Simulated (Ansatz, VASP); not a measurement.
HfO2: VASP beside Ansatz

The input POSCAR:

```
HfO2
1.0
    2.5291609878     -2.5291609878      0.0000000000
    2.5291609878      0.0000000000     -2.5291609878
    7.6563981870      7.6563981870      7.6563981870
Hf O
3 6
Direct
    0.0000000000      0.0000000000      0.5505660123
    0.3333333333      0.3333333333      0.3303440118
    0.6666666667      0.6666666667      0.1101220113
    0.6666666667      0.6666666667      0.2752885117
    1.0000000000      0.0000000000      0.0550665112
    0.3333333333      0.3333333333      0.4955105122
    0.6666666667      0.6666666667      0.6056215124
    1.0000000000      0.0000000000      0.3853995119
    0.3333333333      0.3333333333      0.1651775115
```

Contents of INCAR.step1:

```
SYSTEM = HfO2
ALGO = Normal ; EDIFF = 1E-4
ENCUT = 520 ; GGA = PE
ISMEAR = 0 ; LASPH = .TRUE.
LCHARG = .FALSE. ; LREAL = .FALSE.
LWAVE = .TRUE. ; NBANDS = 43
NELM = 60 ; PREC = Accurate
SIGMA = 0.05
```

The input INCAR.step2:

```
SYSTEM = HfO2
ALGO = Normal ; EDIFF = 1E-6
ENCUT = 520 ; ISIF = 2
ISMEAR = 0 ; ISTART = 1
LASPH = .TRUE. ; LCHARG = .FALSE.
LMIXTAU = .TRUE. ; LREAL = .FALSE.
LWAVE = .FALSE. ; METAGGA = R2SCAN
NBANDS = 43 ; NELM = 60
PREC = Accurate ; SIGMA = 0.05
```

The input KPOINTS:

```
k-points
0
G
  7 7 3
  0 0 0
```

Input for Ansatz:

```yaml
crystal:
  lattice:
    - [2.5291609878, -2.5291609878, 0.0]
    - [2.5291609878, 0.0, -2.5291609878]
    - [7.656398187, 7.656398187, 7.656398187]
  atoms:
    - { symbol: Hf, position: [0.0, 0.0, 0.5505660123] }
    - { symbol: Hf, position: [0.3333333333, 0.3333333333, 0.3303440118] }
    - { symbol: Hf, position: [0.6666666667, 0.6666666667, 0.1101220113] }
    - { symbol: O, position: [0.6666666667, 0.6666666667, 0.2752885117] }
    - { symbol: O, position: [1.0, 0.0, 0.0550665112] }
    - { symbol: O, position: [0.3333333333, 0.3333333333, 0.4955105122] }
    - { symbol: O, position: [0.6666666667, 0.6666666667, 0.6056215124] }
    - { symbol: O, position: [1.0, 0.0, 0.3853995119] }
    - { symbol: O, position: [0.3333333333, 0.3333333333, 0.1651775115] }
basis:
  ecutwfc: 500
kpoints:
  mp_grid: { grid: [7, 7, 3] }
hamiltonian:
  xc: r2scan
scf:
  occupations: { method: gaussian, width: 0.05 }
output:
  forces: true
  stress: true
  eigenvalues: true
```

Alike in both runs: task single point; functional r2SCAN; k mesh 7 × 7 × 3; occupations gaussian, width 0.05 eV; no spin polarisation.

|  | VASP | Ansatz |
| --- | --- | --- |
| version | VASP 6.6.1 | Ansatz 0.2.0 |
| potentials or method | VASP PAW PBE potentials, release 64 (Hf_pv, O), cutoff 520 eV | scalar-relativistic, plane waves, PAW |
| valence electrons in the cell | 66 | 114 |

|  | VASP | Ansatz | Ansatz less VASP |
| --- | --- | --- | --- |
| gap on the k mesh at the Fermi level (eV) | 4.76 | 4.78 | +0.016 |
| least direct gap on the mesh (eV) | 4.81 | 4.81 | +0.001 |
| pressure (GPa) | -8.9 | -6.5 | +2.43 |
| traceless stress, the component that is largest in VASP (GPa) | 2.50 | 2.26 | -0.246 |
| rms of the force components (eV/Å) | 0.372 | 0.355 | -0.0174 |

VASP's potentials were made for PBE, not for r2SCAN. Atom by atom the forces differ by 0.051 eV/Å (rms over components). VASP's potentials hold 66 valence electrons a cell and Ansatz's 114, so a difference there can come from the potentials and not from the codes.

Neither program's run includes spin-orbit coupling.
